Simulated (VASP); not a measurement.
The system is FeO.

```
CELL_PARAMETERS angstrom
0.00000 2.14093 2.14093
2.14093 0.00000 2.14093
2.14093 2.14093 0.00000
ATOMIC_POSITIONS crystal
Fe 0.00000 0.00000 0.00000
O 0.50000 0.50000 0.50000
```

Base run:

| Property | Result |
| --- | --- |
| Program | VASP 6.6.1 |
| Functional | PBE |
| Dispersion | D4 |
| Potentials or basis | VASP PAW PBE potentials, release 64 (Fe_sv, O) |
| Cutoff | 700 eV |
| k mesh | 11 × 11 × 11 |
| Occupations | fermi-dirac, width 0.05 eV |
| Spin | collinear spin, ferromagnetic start |
| Starting moments | [3.0, 0.0] μB |

Its results: band gap on the k mesh zero (filled and empty bands overlap); pressure 60.0 GPa; net moment 4.00 μB per cell; site moments Fe +3.48; O +0.30 μB.

The run is repeated on the same cell with these changes: functional from PBE to BLYP. What comes out?

Band gap on the k mesh zero (filled and empty bands overlap); pressure 122.8 GPa; net moment 4.00 μB per cell; site moments Fe +3.46; O +0.32 μB.

BLYP binds less tightly than PBE, so the same cell stands under more pressure.

Caveats: the cell stands under pressure; a cell with one magnetic atom can't hold antiferromagnetic order, which such compounds often take; semilocal functionals often make such compounds metallic where correlation or magnetic order opens a gap, which also shifts bond lengths; the PAW data sets were made with another functional, which shifts forces and pressure a little (at least some runs).
